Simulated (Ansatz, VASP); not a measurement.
## One calculation of Al2O3, two programs

```
CELL_PARAMETERS angstrom
2.43906 1.40819 4.43993
-2.43906 1.40819 4.43993
0.00000 -2.81638 4.43993
ATOMIC_POSITIONS crystal
Al 0.85192 0.85192 0.85192
Al 0.64808 0.64808 0.64808
Al 0.14808 0.14808 0.14808
Al 0.35192 0.35192 0.35192
O 0.05639 0.44361 0.75000
O 0.75000 0.05639 0.44361
O 0.44361 0.75000 0.05639
O 0.94361 0.55639 0.25000
O 0.25000 0.94361 0.55639
O 0.55639 0.25000 0.94361
```

Change from the starting cell: strain +0.025 along x and y, +0.025 along z, atoms carried along.

Alike in both runs: task single point; functional r2SCAN; k mesh 6 × 6 × 6; occupations gaussian, width 0.05 eV; no spin polarisation.

|  | VASP | Ansatz |
| --- | --- | --- |
| version | VASP 6.6.1 | Ansatz 0.2.0 |
| potentials or method | VASP PAW PBE potentials, release 64 (Al, O), cutoff 520 eV | scalar-relativistic, plane waves, PAW |
| valence electrons in the cell | 48 | 48 |

```tsv
	VASP	Ansatz	Ansatz less VASP
gap on the k mesh at the Fermi level (eV)	6.21	6.20	-0.014
least direct gap on the mesh (eV)	6.21	6.20	-0.014
pressure (GPa)	-17.0	-16.5	+0.52
traceless stress, the component that is largest in VASP (GPa)	0.77	0.81	+0.038
rms of the force components (eV/Å)	0.043	0.039	-0.0032
```

VASP's potentials were made for PBE, not for r2SCAN. Atom by atom the forces differ by 0.008 eV/Å (rms over components).
